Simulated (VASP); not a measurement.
# KBr (Fm-3m) in VASP: notebook

KBr is run at these levels: PBE, PBEsol; tasks: dielectric tensor, elastic constants.

Program: VASP 6.6.1. These are calculated values, not measurements. Logs are shortened: lines on timing, memory, paths and dates and some standing lists are left out, and cuts for length are marked.

## (1) The cell of the first run

Symmetry: Fm-3m, No. 225, cubic system. Conventional cell: a = 6.600 Å, b = 6.600 Å, c = 6.600 Å, α = 90.00°, β = 90.00°, γ = 90.00°. Br (site symmetry m-3m) has 6 K at 3.30 Å within 4.3 Å. K (site symmetry m-3m) has 6 Br at 3.30 Å within 4.3 Å.

## (2) Dielectric tensor, PBE

INCAR

```
SYSTEM = KBr
  ALGO = Normal
  EDIFF = 1E-8
  ENCUT = 520
  GGA = PE
  ISIF = 2
  ISMEAR = 0
  LASPH = .True.
  LCHARG = .False.
  LEPSILON = .True.
  LREAL = .False.
  LWAVE = .False.
  NELM = 80
  PREC = Accurate
  SIGMA = 0.01
```

KPOINTS

```
k-points
0
Gamma
  7 7 7
  0 0 0
```

POSCAR

```
KBr
1.0
    0.0000000000      3.3000000000      3.3000000000
    3.3000000000      0.0000000000      3.3000000000
    3.3000000000      3.3000000000      0.0000000000
Br K
1 1
Direct
    0.5000000000      0.5000000000      0.5000000000
    0.0000000000      0.0000000000      0.0000000000
```

Potentials or basis: VASP PAW PBE potentials, release 64 (Br, K_sv).

On the command line:

```
$ cat potpaw_PBE.64/Br/POTCAR potpaw_PBE.64/K_sv/POTCAR > POTCAR
$ mpirun -np 1 vasp_std > vasp.out
```

OUTCAR:

```text
SYSTEM = KBr
   EDIFF = 1E-8
   ENCUT = 520
   GGA = PE
   ISIF = 2
   ISMEAR = 0
   LASPH = .True.
   LEPSILON = .True.
   LREAL = .False.
   NELM = 80
   PREC = Accurate

 ion  position               nearest neighbor table
   1  0.500  0.500  0.500-   2 3.30   2 3.30   2 3.30   2 3.30   2 3.30   2 3.30
   2  0.000  0.000  0.000-   1 3.30   1 3.30   1 3.30   1 3.30   1 3.30   1 3.30

  LATTYP: Found a face centered cubic cell.
 ALAT       =     6.6000000000

  Lattice vectors:

 A1 = (   0.0000000000,   3.3000000000,   3.3000000000)
 A2 = (   3.3000000000,   0.0000000000,   3.3000000000)
 A3 = (   3.3000000000,   3.3000000000,   0.0000000000)

Analysis of symmetry for initial positions (statically):
=====================================================================
 Subroutine PRICEL returns:
 Original cell was already a primitive cell.

 Routine SETGRP: Setting up the symmetry group for a
 face centered cubic supercell.

 Subroutine GETGRP returns: Found 48 space group operations
 (whereof 48 operations were pure point group operations)
 out of a pool of 48 trial point group operations.

The static configuration has the point symmetry O_h .

Analysis of symmetry for dynamics (positions and initial velocities):
=====================================================================
 Subroutine PRICEL returns:
 Original cell was already a primitive cell.

 Routine SETGRP: Setting up the symmetry group for a
 face centered cubic supercell.

 Subroutine GETGRP returns: Found 48 space group operations
 (whereof 48 operations were pure point group operations)
 out of a pool of 48 trial point group operations.

The dynamic configuration has the point symmetry O_h .

 Subroutine INISYM returns: Found 48 space group operations
 (whereof 48 operations are pure point group operations),
 and found     1 'primitive' translations

----------------------------------------------------------------------------------------

                                     Primitive cell

  volume of cell :      71.8740

  direct lattice vectors                    reciprocal lattice vectors
     0.000000000  3.300000000  3.300000000    -0.151515152  0.151515152  0.151515152
     3.300000000  0.000000000  3.300000000     0.151515152 -0.151515152  0.151515152
     3.300000000  3.300000000  0.000000000     0.151515152  0.151515152 -0.151515152

  length of vectors
     4.666904756  4.666904756  4.666904756     0.262431941  0.262431941  0.262431941

  position of ions in fractional coordinates (direct lattice)
     0.500000000  0.500000000  0.500000000
     0.000000000  0.000000000  0.000000000

  ion indices of the primitive-cell ions
   primitive index   ion index
                 1           1
                 2           2

----------------------------------------------------------------------------------------

 KPOINTS: k-points

Automatic generation of k-mesh.
 Grid dimensions read from file:
 generate k-points for:    7    7    7

 Generating k-lattice:

  Cartesian coordinates                     Fractional coordinates (reciprocal lattice)
    -0.021645022  0.021645022  0.021645022     0.142857143  0.000000000  0.000000000
     0.021645022 -0.021645022  0.021645022     0.000000000  0.142857143  0.000000000
     0.021645022  0.021645022 -0.021645022     0.000000000  0.000000000  0.142857143

  Length of vectors
     0.037490277  0.037490277  0.037490277

  Shift w.r.t. Gamma in fractional coordinates (k-lattice)
     0.000000000  0.000000000  0.000000000

 Subroutine IBZKPT returns following result:
 ===========================================

 Found     20 irreducible k-points:

 Following reciprocal coordinates:
            Coordinates               Weight
  0.000000  0.000000  0.000000      1.000000
  0.142857  0.000000  0.000000      8.000000
  0.285714  0.000000  0.000000      8.000000
  0.428571  0.000000  0.000000      8.000000
  0.142857  0.142857  0.000000      6.000000
  0.285714  0.142857  0.000000     24.000000
[... 12 lines left out ...]
 -0.428571  0.428571  0.142857     24.000000
 -0.285714  0.428571  0.142857     24.000000
   k-points           NKPTS =     20   k-points in BZ     NKDIM =     20   number of bands    NBANDS=     12
   number of dos      NEDOS =    301   number of ions     NIONS =      2
   total plane-waves  NPLWV =  46656
   dimension x,y,z NGX =    36 NGY =   36 NGZ =   36
   dimension x,y,z NGXF=    72 NGYF=   72 NGZF=   72
   ions per type =               1   1
   NGX,Y,Z   is equivalent  to a cutoff of  12.82, 12.82, 12.82 a.u.
   NGXF,Y,Z  is equivalent  to a cutoff of  25.65, 25.65, 25.65 a.u.
 SYSTEM =  KBr
   PREC   = accura    normal or accurate (medium, high low for compatibility)
   ISTART =      0    job   : 0-new  1-cont  2-samecut
   ICHARG =      2    charge: 1-file 2-atom 10-const
   ISPIN  =      1    spin polarized calculation?
   LNONCOLLINEAR =      F non collinear calculations
   LSORBIT =      F    spin-orbit coupling
   LASPH  =      T    aspherical Exc in radial PAW
   ENCUT  =  520.0 eV  38.22 Ry    6.18 a.u.   8.68  8.68  8.68*2*pi/ulx,y,z
   NELM   =     80;   NELMIN=  2; NELMDL= -5     # of ELM steps
   EDIFF  = 0.1E-07   stopping-criterion for ELM
   LREAL  =      F    real-space projection
   EDIFFG = 0.1E-06   stopping-criterion for IOM
   NSW    =      0    number of steps for IOM
   IBRION =     -1    ionic relax: 0-MD 1-quasi-New 2-CG
   NFREE  =      0    steps in history (QN), initial steepest desc. (CG)
   ISIF   =      2    stress and relaxation
   ISYM   =      2    0-nonsym 1-usesym 2-fastsym
   POTIM  = 0.5000    time-step for ionic-motion
   TEBEG  =    0.0;   TEEND  =   0.0 temperature during run
   PSTRESS=    0.0 pullay stress
   NELECT =      16.0000    total number of electrons
   NUPDOWN=      -1.0000    fix difference up-down
   EMIN   =  10.00;   EMAX   =-10.00  energy-range for DOS
   EFERMI =   0.00;   METHOD = LEGACY
   ISMEAR =     0;   SIGMA  =   0.01  broadening in eV -4-tet -1-fermi 0-gaus
   EFERMI_NEDOS =   21; number of points for ismear=-14 and -15
   IALGO  =     38    algorithm
   IMIX   =      4    mixing-type and parameters
     AMIX     =   0.40;   BMIX     =  1.00
     AMIX_MAG =   1.60;   BMIX_MAG =  1.00
  volume/ion in A,a.u.               =      35.94       242.51
  Fermi-wavevector in a.u.,A,eV,Ry     =   0.992181  1.874950 13.393889  0.984423
  Thomas-Fermi vector in A             =   2.123975
   LORBIT       =      0    0 simple, 1 ext, 2 COOP (PROOUT), +10 PAW based schemes
   GGA     = PE    functional components
   LHFCALC =     F    Hartree Fock is set to
   AEXX    =    0.0000 exact exchange contribution
   IVDW    =     0    specifies the selected vdW correction
   LEPSILON=     T    determine dielectric tensor
   LRPA    =     F    only Hartree local field effects (RPA)
 non-spin polarized calculation
 Gauss-broadening in eV      SIGMA  =   0.01
  energy-cutoff  :      520.00
  volume of cell :       71.87
 maximum number of plane-waves:      1948
   NGX = 17   NGY = 17   NGZ = 17

--------------------------------------- Ionic step        1  -------------------------------------------

 number of electron      15.9999997 magnetization

 E-fermi :  -1.6258     XC(G=0):  -7.3706

 val. band max:       -1.7406199235   @ k =   0.0000   0.0000   0.0000
 cond. band min:       2.6932876804   @ k =   0.0000   0.0000   0.0000
 fundamental gap:      4.4339076039
 Fermi energy:        -1.6257795155

 k-point     1 :       0.0000    0.0000    0.0000
  band No.  band energies     occupation
      1     -29.5217      2.00000
      2     -14.0328      2.00000
      3     -12.9990      2.00000
      4     -12.9990      2.00000
      5     -12.9990      2.00000
      6      -1.7406      2.00000
      7      -1.7406      2.00000
      8      -1.7406      2.00000
      9       2.6933      0.00000
     10       5.8635      0.00000
     11       5.8635      0.00000
     12       5.8635      0.00000
[... 271 lines left out ...]
 k-point    20 :      -0.2857    0.4286    0.1429
  band No.  band energies     occupation
      1     -29.5145      2.00000
      2     -14.0469      2.00000
      3     -13.0657      2.00000
      4     -13.0419      2.00000
      5     -12.8976      2.00000
      6      -2.4147      2.00000
      7      -2.3662      2.00000
      8      -2.1587      2.00000
      9       5.3125      0.00000
     10       6.0447      0.00000
     11       6.5910      0.00000
     12       7.3080      0.00000

  FORCE on cell =-STRESS in cart. coord.  units (eV):
  Direction    XX          YY          ZZ          XY          YZ          ZX
  --------------------------------------------------------------------------------------
  -------------------------------------------------------------------------------------
  Total        0.3383115      0.3383115      0.3383115      0.0000000      0.0000000      0.0000000
  in kB        7.5414609      7.5414609      7.5414609      0.0000000      0.0000000      0.0000000
  external PRESSURE =       7.5414609 kB  Pullay stress =       0.0000000 kB

 VOLUME and BASIS-vectors are now :
 -----------------------------------------------------------------------------
  energy-cutoff  :      520.00
  volume of cell :       71.87
      direct lattice vectors                 reciprocal lattice vectors
     0.000000000  3.300000000  3.300000000    -0.151515152  0.151515152  0.151515152
     3.300000000  0.000000000  3.300000000     0.151515152 -0.151515152  0.151515152
     3.300000000  3.300000000  0.000000000     0.151515152  0.151515152 -0.151515152

 POSITION                                       TOTAL-FORCE (eV/Angst)
 -----------------------------------------------------------------------------------
      3.30000      3.30000      3.30000        -0.000000     -0.000000     -0.000000
      0.00000      0.00000      0.00000         0.000000      0.000000      0.000000
 -----------------------------------------------------------------------------------
    total drift:                                0.000000      0.000000      0.000000

  FREE ENERGIE OF THE ION-ELECTRON SYSTEM (eV)
  ---------------------------------------------------
  free  energy   TOTEN  =        -6.2150846712 eV

  energy  without entropy=       -6.2150846712  energy(sigma->0) =       -6.21508467

 HEAD OF MICROSCOPIC STATIC DIELECTRIC TENSOR (INDEPENDENT PARTICLE, excluding Hartree and local field effects)
 ------------------------------------------------------
           2.823079    -0.000000     0.000000
          -0.000000     2.823079     0.000000
           0.000000    -0.000000     2.823079
 ------------------------------------------------------

 Free energy of the ion-electron system (eV)
  ---------------------------------------------------
  ---------------------------------------------------
  free energy    TOTEN  =        -0.35769160 eV

  energy without entropy =       -0.35769160

------------------------ aborting loop because EDIFF is reached ----------------------------------------

--------------------------------------- Ionic step        2  -------------------------------------------

------------------------ aborting loop because EDIFF is reached ----------------------------------------

--------------------------------------- Ionic step        3  -------------------------------------------

 Free energy of the ion-electron system (eV)
  ---------------------------------------------------
  ---------------------------------------------------
  free energy    TOTEN  =        -0.35768843 eV

  energy without entropy =       -0.35768843

------------------------ aborting loop because EDIFF is reached ----------------------------------------

 PIEZOELECTRIC TENSOR FIELD DIRECTION 3  (e Angst)
 -----------------------------------------------------------------------------
    -0.00014  0.00000  0.00000           (  0.00000  0.00000  0.00000)
     0.00000 -0.00014 -0.00000           (  0.00000  0.00000 -0.00000)
     0.00000 -0.00000 -0.00081           (  0.00000 -0.00000  0.00001)

 PIEZOELECTRIC TENSOR FIELD DIRECTION 3  (C/m^2)
 -----------------------------------------------------------------------------
    -0.00003  0.00000  0.00000
     0.00000 -0.00003 -0.00000
     0.00000 -0.00000 -0.00018

 MACROSCOPIC STATIC DIELECTRIC TENSOR (including local field effects in DFT)
 ------------------------------------------------------
           2.552704    -0.000000    -0.000000
          -0.000000     2.552704    -0.000000
           0.000000     0.000000     2.552704
 ------------------------------------------------------

 PIEZOELECTRIC TENSOR (including local field effects)  for field in x, y, z        (e  Angst)
          XX          YY          ZZ          XY          YZ          ZX
  --------------------------------------------------------------------------------
  x     0.00000     0.00000     0.00000     0.00000     0.00000     0.00000
  y     0.00000     0.00000     0.00000     0.00000     0.00000     0.00000
  z     0.00000     0.00000     0.00000     0.00000     0.00000     0.00000

 PIEZOELECTRIC TENSOR (including local field effects)  for field in x, y, z        (C/m^2)
          XX          YY          ZZ          XY          YZ          ZX
  --------------------------------------------------------------------------------
  x     0.00000     0.00000     0.00000     0.00000     0.00000     0.00000
  y     0.00000     0.00000     0.00000     0.00000     0.00000     0.00000
  z     0.00000     0.00000     0.00000     0.00000     0.00000     0.00000

 BORN EFFECTIVE CHARGES (including local field effects) (in |e|, cummulative output)
 ---------------------------------------------------------------------------------
 ion    1
    1    -1.12800     0.00000     0.00000
    2    -0.00000    -1.12800     0.00000
    3     0.00000     0.00000    -1.12800
 ion    2
    1     1.12800    -0.00000     0.00000
    2     0.00000     1.12800     0.00000
    3     0.00000     0.00000     1.12800
```

It took 4.1 min on 1 thread of AMD EPYC 9R45 (Zen 5), shared host; peak memory 0.26 GiB.

What came out:

| Item | Value |
| --- | --- |
| Band gap on the k mesh | 4.43 eV |
| Electronic dielectric tensor (diagonal) | 2.55 |
| Born charges (mean of the diagonal) | Br -1.13; K +1.13 e |

Electronic dielectric tensor:
```
2.55 0.00 0.00
0.00 2.55 0.00
0.00 0.00 2.55
```

Born effective charge tensors (e):
atom 1, Br
```
-1.13  0.00  0.00
 0.00 -1.13  0.00
 0.00  0.00 -1.13
```
atom 2, K
```
1.13 0.00 0.00
0.00 1.13 0.00
0.00 0.00 1.13
```

Caveat: an odd mesh through Γ misses points on the zone boundary, where band edges can lie.

## (3) Elastic constants, PBEsol

INCAR

```
SYSTEM = KBr
PREC     = Accurate       ! precision mode
ENCUT    = 600            ! plane-wave cutoff, eV
EDIFF    = 1E-8           ! SCF threshold, eV
ISMEAR   = -1             ! smearing method
SIGMA    = 0.05           ! smearing width, eV
LREAL    = .False.        ! projectors in reciprocal space
LASPH    = .True.         ! aspherical terms in the spheres
NELM     = 80             ! most SCF steps
ALGO     = Normal         ! electronic algorithm
ISIF     = 3              ! what is computed and relaxed
LWAVE    = .False.        ! write WAVECAR
LCHARG   = .False.        ! write CHGCAR
GGA      = PS             ! functional
NBANDS   = 15             ! bands
IBRION   = 6              ! ionic algorithm
NFREE    = 2            
POTIM    = 0.015          ! step
NSW      = 1              ! ionic steps
```

KPOINTS

```
Automatic mesh
0
Gamma
  5 5 5
  0 0 0
```

POSCAR is that of step 2.

Potentials or basis: VASP PAW PBE potentials, release 64 (Br, K_sv).

On the command line:

```
$ cat potpaw_PBE.64/Br/POTCAR potpaw_PBE.64/K_sv/POTCAR > POTCAR
$ mpirun -np 1 vasp_std > vasp.out
```

It took 7.5 min on 1 thread of Intel Xeon Platinum 8259CL at 2.50GHz (Skylake/Cascade Lake), shared host; peak memory 0.3 GiB.

It converged, with:

| Item | Value |
| --- | --- |
| Elastic constants C11, C12, C44 | 33, 5, 5 GPa |
| Voigt bulk modulus | 14 GPa |
| Highest phonon frequency at Γ, LO-TO splitting left out | 107 cm⁻¹ |

Phonon frequencies in cm⁻¹ (negative: imaginary):
```csv
q point,frequencies
"(0.000, 0.000, 0.000)",0 0 0 107 107 107
```

Elastic tensor in Voigt notation (GPa, in the Cartesian axes of the cell as first typed):
```
33  5  5  0  0  0
 5 33  5  0  0  0
 5  5 33  0  0  0
 0  0  0  5  0  0
 0  0  0  0  5  0
 0  0  0  0  0  5
```

Clamped-ion elastic tensor (GPa):
```
33  5  5  0  0  0
 5 33  5  0  0  0
 5  5 33  0  0  0
 0  0  0  5  0  0
 0  0  0  0  5  0
 0  0  0  0  0  5
```

Caveat: the PAW data sets were made with another functional, which shifts forces and pressure a little.
